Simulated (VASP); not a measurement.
# MnO2 (Pnma) in VASP: single point with r2SCAN

Aim: the single point of MnO2 with r2SCAN.

Everything below comes from runs of VASP 6.6.1. Logs are shortened: lines on timing, memory, paths and dates and some standing lists are left out, and cuts for length are marked.

**1. The cell of the first run**

It takes space group Pnma (No. 62, orthorhombic). Conventional cell: a = 9.264 Å, b = 2.859 Å, c = 4.513 Å, α = 90.00°, β = 90.00°, γ = 90.00°. Mn (site symmetry m) has 6 O at 1.82 to 2.27 Å within 2.4 Å. O (site symmetry m) has 3 Mn at 1.82 to 1.92 Å within 2.4 Å. O (site symmetry m) has 3 Mn at 1.98 to 2.27 Å and 10 O at 2.61 to 2.86 Å within 2.9 Å.

**2. Single point, r2SCAN, collinear spin, ferromagnetic start**

The input, POSCAR:

```
MnO2
1.0
    9.2640000000      0.0000000000      0.0000000000
    0.0000000000      2.8590000000      0.0000000000
    0.0000000000      0.0000000000      4.5130000000
Mn O
4 8
Direct
    0.1390000000      0.2500000000      0.0290000000
    0.8610000000      0.7500000000      0.9710000000
    0.3610000000      0.7500000000      0.5290000000
    0.6390000000      0.2500000000      0.4710000000
    0.7910000000      0.2500000000      0.2150000000
    0.2090000000      0.7500000000      0.7850000000
    0.7090000000      0.7500000000      0.7150000000
    0.2910000000      0.2500000000      0.2850000000
    0.9450000000      0.2500000000      0.7230000000
    0.0550000000      0.7500000000      0.2770000000
    0.5550000000      0.7500000000      0.2230000000
    0.4450000000      0.2500000000      0.7770000000
```

The input, INCAR.step1:

```
SYSTEM = MnO2
ALGO = Normal ; EDIFF = 1E-4
ENCUT = 520 ; GGA = PE
ISMEAR = -1 ; ISPIN = 2
KPAR = 4 ; LASPH = .TRUE.
LCHARG = .FALSE. ; LMAXMIX = 4
LREAL = .FALSE. ; LWAVE = .TRUE.
MAGMOM = 4.5 4.5 4.5 4.5 0 0 0 0 0 0 0 0 ; NBANDS = 66
NELM = 150 ; PREC = Accurate
SIGMA = 0.03
```

The input, INCAR.step2:

```
SYSTEM = MnO2
ALGO = Normal ; EDIFF = 1E-6
ENCUT = 520 ; ISIF = 2
ISMEAR = -1 ; ISPIN = 2
ISTART = 1 ; KPAR = 4
LASPH = .TRUE. ; LCHARG = .FALSE.
LMAXMIX = 4 ; LMIXTAU = .TRUE.
LORBIT = 11 ; LREAL = .FALSE.
LWAVE = .FALSE. ; MAGMOM = 4.5 4.5 4.5 4.5 0 0 0 0 0 0 0 0
METAGGA = R2SCAN ; NBANDS = 66
NELM = 150 ; PREC = Accurate
SIGMA = 0.03
```

The input, KPOINTS:

```
k-points
0
G
  2 6 4
  0 0 0
```

Potentials or basis: VASP PAW PBE potentials, release 64 (Mn_pv, O).

Run with:

```
$ cat potpaw_PBE.64/Mn_pv/POTCAR potpaw_PBE.64/O/POTCAR > POTCAR
$ cp INCAR.step1 INCAR
$ mpirun -np 4 vasp_std > vasp.out
$ cp INCAR.step2 INCAR
$ mpirun -np 4 vasp_std > vasp.out
```

OUTCAR:

```text
SYSTEM = MnO2
   EDIFF = 1E-6
   ENCUT = 520
   ISIF = 2
   ISMEAR = -1
   ISPIN = 2
   ISTART = 1
   LASPH = .TRUE.
   LORBIT = 11
   LREAL = .FALSE.
   METAGGA = R2SCAN
   NELM = 150
   PREC = Accurate

 ion  position               nearest neighbor table
   1  0.139  0.250  0.029-   8 1.82   6 1.92   6 1.92  10 1.98  10 1.98   9 2.27   2 2.96   2 2.96

   2  0.861  0.750  0.971-   7 1.82   5 1.92   5 1.92   9 1.98   9 1.98  10 2.27   1 2.96   1 2.96

   3  0.361  0.750  0.529-   6 1.82   8 1.92   8 1.92  12 1.98  12 1.98  11 2.27   4 2.96   4 2.96

   4  0.639  0.250  0.471-   5 1.82   7 1.92   7 1.92  11 1.98  11 1.98  12 2.27   3 2.96   3 2.96

   5  0.791  0.250  0.215-   4 1.82   2 1.92   2 1.92
   6  0.209  0.750  0.785-   3 1.82   1 1.92   1 1.92
   7  0.709  0.750  0.715-   2 1.82   4 1.92   4 1.92
   8  0.291  0.250  0.285-   1 1.82   3 1.92   3 1.92
   9  0.945  0.250  0.723-   2 1.98   2 1.98   1 2.27
  10  0.055  0.750  0.277-   1 1.98   1 1.98   2 2.27
  11  0.555  0.750  0.223-   4 1.98   4 1.98   3 2.27
  12  0.445  0.250  0.777-   3 1.98   3 1.98   4 2.27

  LATTYP: Found a simple orthorhombic cell.
 ALAT       =     2.8590000000
 B/A-ratio  =     1.5785239594
 C/A-ratio  =     3.2402938090

  Lattice vectors:

 A1 = (   0.0000000000,   2.8590000000,   0.0000000000)
 A2 = (   0.0000000000,   0.0000000000,   4.5130000000)
 A3 = (   9.2640000000,   0.0000000000,   0.0000000000)

Analysis of symmetry for initial positions (statically):
=====================================================================
 Subroutine PRICEL returns:
 Original cell was already a primitive cell.

 Routine SETGRP: Setting up the symmetry group for a
 simple orthorhombic supercell.

 Subroutine GETGRP returns: Found  8 space group operations
 (whereof  2 operations were pure point group operations)
 out of a pool of  8 trial point group operations.

The static configuration has the point symmetry S_2 .
 The point group associated with its full space group is D_2h.

Analysis of symmetry for dynamics (positions and initial velocities):
=====================================================================
 Subroutine PRICEL returns:
 Original cell was already a primitive cell.

 Routine SETGRP: Setting up the symmetry group for a
 simple orthorhombic supercell.

 Subroutine GETGRP returns: Found  8 space group operations
 (whereof  2 operations were pure point group operations)
 out of a pool of  8 trial point group operations.

The dynamic configuration has the point symmetry S_2 .
 The point group associated with its full space group is D_2h.

Analysis of structural, dynamic, and magnetic symmetry:
=====================================================================
 Subroutine PRICEL returns:
 Original cell was already a primitive cell.

 Routine SETGRP: Setting up the symmetry group for a
 simple orthorhombic supercell.

 Subroutine GETGRP returns: Found  8 space group operations
 (whereof  2 operations were pure point group operations)
 out of a pool of  8 trial point group operations.

The overall configuration has the point symmetry S_2 .
 The point group associated with its full space group is D_2h.

 Subroutine INISYM returns: Found  8 space group operations
 (whereof  2 operations are pure point group operations),
 and found     1 'primitive' translations

----------------------------------------------------------------------------------------

                                     Primitive cell

  volume of cell :     119.5303

  direct lattice vectors                    reciprocal lattice vectors
     9.264000000  0.000000000  0.000000000     0.107944732  0.000000000  0.000000000
     0.000000000  2.859000000  0.000000000     0.000000000  0.349772648  0.000000000
     0.000000000  0.000000000  4.513000000     0.000000000  0.000000000  0.221582096

  length of vectors
[... 91 lines left out ...]
 SYSTEM =  MnO2
   PREC   = accura    normal or accurate (medium, high low for compatibility)
   ISTART =      1    job   : 0-new  1-cont  2-samecut
   ICHARG =      0    charge: 1-file 2-atom 10-const
   ISPIN  =      2    spin polarized calculation?
   LNONCOLLINEAR =      F non collinear calculations
   LSORBIT =      F    spin-orbit coupling
   LASPH  =      T    aspherical Exc in radial PAW
   ENCUT  =  520.0 eV  38.22 Ry    6.18 a.u.  17.22  5.32  8.39*2*pi/ulx,y,z
   NELM   =    150;   NELMIN=  2; NELMDL=  0     # of ELM steps
   EDIFF  = 0.1E-05   stopping-criterion for ELM
   LREAL  =      F    real-space projection
   EDIFFG = 0.1E-04   stopping-criterion for IOM
   NSW    =      0    number of steps for IOM
   IBRION =     -1    ionic relax: 0-MD 1-quasi-New 2-CG
   NFREE  =      0    steps in history (QN), initial steepest desc. (CG)
   ISIF   =      2    stress and relaxation
   ISYM   =      2    0-nonsym 1-usesym 2-fastsym
   POTIM  = 0.5000    time-step for ionic-motion
   TEBEG  =    0.0;   TEEND  =   0.0 temperature during run
   PSTRESS=    0.0 pullay stress
   NELECT =     100.0000    total number of electrons
   NUPDOWN=      -1.0000    fix difference up-down
   EMIN   =  10.00;   EMAX   =-10.00  energy-range for DOS
   EFERMI =   0.00;   METHOD = LEGACY
   ISMEAR =    -1;   SIGMA  =   0.03  broadening in eV -4-tet -1-fermi 0-gaus
   EFERMI_NEDOS =   21; number of points for ismear=-14 and -15
   IALGO  =     38    algorithm
   IMIX   =      4    mixing-type and parameters
     AMIX     =   0.40;   BMIX     =  1.00
     AMIX_MAG =   1.60;   BMIX_MAG =  1.00
  volume/ion in A,a.u.               =       9.96        67.22
  Fermi-wavevector in a.u.,A,eV,Ry     =   1.542584  2.915061 32.375952  2.379565
  Thomas-Fermi vector in A             =   2.648368
   LORBIT       =     11    0 simple, 1 ext, 2 COOP (PROOUT), +10 PAW based schemes
   METAGGA = R2SCAN    functional components
   LHFCALC =     F    Hartree Fock is set to
   AEXX    =    0.0000 exact exchange contribution
   IVDW    =     0    specifies the selected vdW correction
   LEPSILON=     F    determine dielectric tensor
   LRPA    =     F    only Hartree local field effects (RPA)
 spin polarized calculation
  energy-cutoff  :      520.00
  volume of cell :      119.53
 maximum number of plane-waves:      3242
 NGX is ok and might be reduce to    70
   NGX = 35   NGY = 11   NGZ = 17

 number of electron     100.0000058 magnetization      12.0000019

 Free energy of the ion-electron system (eV)
  ---------------------------------------------------
  ext. energy  EPLUGINS =         0.00000000
  ---------------------------------------------------
  free energy    TOTEN  =      -127.51313160 eV

  energy without entropy =     -127.51313160  energy(sigma->0) =     -127.51313160

 E-fermi :   4.2849     XC(G=0): -12.4333

 val. band max:        3.7835090352   @ k =   0.0000   0.3333   0.0000
 cond. band min:       4.7697139095   @ k =   0.0000   0.0000   0.0000
 fundamental gap:      0.9862048743
 Fermi energy:         4.2849062856

 spin component 1

 k-point     1 :       0.0000    0.0000    0.0000
  band No.  band energies     occupation
      1     -48.8473      1.00000
      2     -48.8360      1.00000
      3     -48.8060      1.00000
      4     -48.7973      1.00000
      5     -48.7799      1.00000
      6     -48.7753      1.00000
[... 1549 lines left out ...]
     61       6.5394      0.00000
     62       6.5394      0.00000
 Fermi energy:         4.2849062856

 spin component 2

 k-point     1 :       0.0000    0.0000    0.0000
  band No.  band energies     occupation
      1     -44.5549      1.00000
      2     -44.5524      1.00000
      3     -44.5478      1.00000
      4     -44.5300      1.00000
      5     -44.5269      1.00000
      6     -44.5236      1.00000
[... 1549 lines left out ...]
     61       8.2666      0.00000
     62       8.2666      0.00000
 [bands above 62 left out]

------------------------ aborting loop because EDIFF is reached ----------------------------------------

  FORCE on cell =-STRESS in cart. coord.  units (eV):
  Direction    XX          YY          ZZ          XY          YZ          ZX
  --------------------------------------------------------------------------------------
  -------------------------------------------------------------------------------------
  Total       -1.9326286     -7.5452111    -18.7076654      0.0000000      0.0000000      0.0000000
  in kB      -25.9048425   -101.1355732   -250.7564656      0.0000000      0.0000000      0.0000000
  external PRESSURE =    -125.9322937 kB  Pullay stress =       0.0000000 kB

 VOLUME and BASIS-vectors are now :
 -----------------------------------------------------------------------------
  energy-cutoff  :      520.00
  volume of cell :      119.53
      direct lattice vectors                 reciprocal lattice vectors
     9.264000000  0.000000000  0.000000000     0.107944732  0.000000000  0.000000000
     0.000000000  2.859000000  0.000000000     0.000000000  0.349772648  0.000000000
     0.000000000  0.000000000  4.513000000     0.000000000  0.000000000  0.221582096

 POSITION                                       TOTAL-FORCE (eV/Angst)
 -----------------------------------------------------------------------------------
      1.28770      0.71475      0.13088        -0.967961      0.000000      0.615520
      7.97630      2.14425      4.38212         0.967961     -0.000000     -0.615520
      3.34430      2.14425      2.38738         0.967961      0.000000      0.615520
      5.91970      0.71475      2.12562        -0.967961     -0.000000     -0.615520
      7.32782      0.71475      0.97030         0.865932     -0.000000     -0.837883
      1.93618      2.14425      3.54270        -0.865932      0.000000      0.837883
      6.56818      2.14425      3.22680        -0.865932     -0.000000     -0.837883
      2.69582      0.71475      1.28620         0.865932     -0.000000      0.837883
      8.75448      0.71475      3.26290         0.587829     -0.000000      4.190872
      0.50952      2.14425      1.25010        -0.587829     -0.000000     -4.190872
      5.14152      2.14425      1.00640        -0.587829     -0.000000      4.190872
      4.12248      0.71475      3.50660         0.587829     -0.000000     -4.190872
 -----------------------------------------------------------------------------------
    total drift:                                0.000000     -0.000000     -0.000000

  FREE ENERGIE OF THE ION-ELECTRON SYSTEM (eV)
  ---------------------------------------------------
  free  energy   TOTEN  =      -127.5131316033 eV

  energy  without entropy=     -127.5131316002  energy(sigma->0) =     -127.51313160

 total charge

# of ion       s       p       d       tot
------------------------------------------
    1        0.352   6.395   4.808  11.556
    2        0.352   6.395   4.808  11.556
    3        0.352   6.395   4.808  11.556
    4        0.352   6.395   4.808  11.556
    5        1.576   3.485   0.000   5.061
    6        1.576   3.485   0.000   5.061
    7        1.576   3.485   0.000   5.061
    8        1.576   3.485   0.000   5.061
    9        1.599   3.310   0.000   4.908
   10        1.599   3.310   0.000   4.908
   11        1.599   3.310   0.000   4.908
   12        1.599   3.310   0.000   4.908
--------------------------------------------------
tot         14.110  52.759  19.232  86.101

 magnetization (x)

# of ion       s       p       d       tot
------------------------------------------
    1        0.020   0.029   2.933   2.982
    2        0.020   0.029   2.933   2.982
    3        0.020   0.029   2.933   2.982
    4        0.020   0.029   2.933   2.982
    5        0.004   0.025   0.000   0.029
    6        0.004   0.025   0.000   0.029
    7        0.004   0.025   0.000   0.029
    8        0.004   0.025   0.000   0.029
    9        0.003  -0.079   0.000  -0.076
   10        0.003  -0.079   0.000  -0.076
   11        0.003  -0.079   0.000  -0.076
   12        0.003  -0.079   0.000  -0.076
--------------------------------------------------
tot          0.108  -0.099  11.730  11.740
```

Run time: 9.4 min. Hardware: 4 MPI ranks of Oxide Virtual Turin-like, shared host; peak memory 0.45 GiB.

Results:

```yaml
Free_energy: -127.5131 eV
Pressure: -12.6 GPa
Largest_force: 4.232 eV/Å
Band_gap_on_the_k_mesh: 0.99 eV (least direct gap 1.06 eV)
Net_moment: 12.00 μB per cell
Site_moments: Mn +2.98; O +0.03, -0.08 (each value once) μB
Valence_electrons_inside_the_program's_atomic_spheres: Mn 11.56; O 5.06, 4.91 (each value once)
```

Forces in eV/Å, atoms in the order of the input:
```
Mn  -0.968  0.000  0.616
Mn   0.968  0.000 -0.616
Mn   0.968  0.000  0.616
Mn  -0.968  0.000 -0.616
O    0.866  0.000 -0.838
O   -0.866  0.000  0.838
O   -0.866  0.000 -0.838
O    0.866  0.000  0.838
O    0.588  0.000  4.191
O   -0.588  0.000 -4.191
O   -0.588  0.000  4.191
O    0.588  0.000 -4.191
```

Caveat: the stress differs along the axes, from -25 to -3 GPa; the PAW data sets were made with another functional, which shifts forces and pressure a little; the run started ferromagnetic, and an antiferromagnetic order may lie lower in energy. r2SCAN opens gaps a little over a GGA but as a rule still falls short of measured ones.
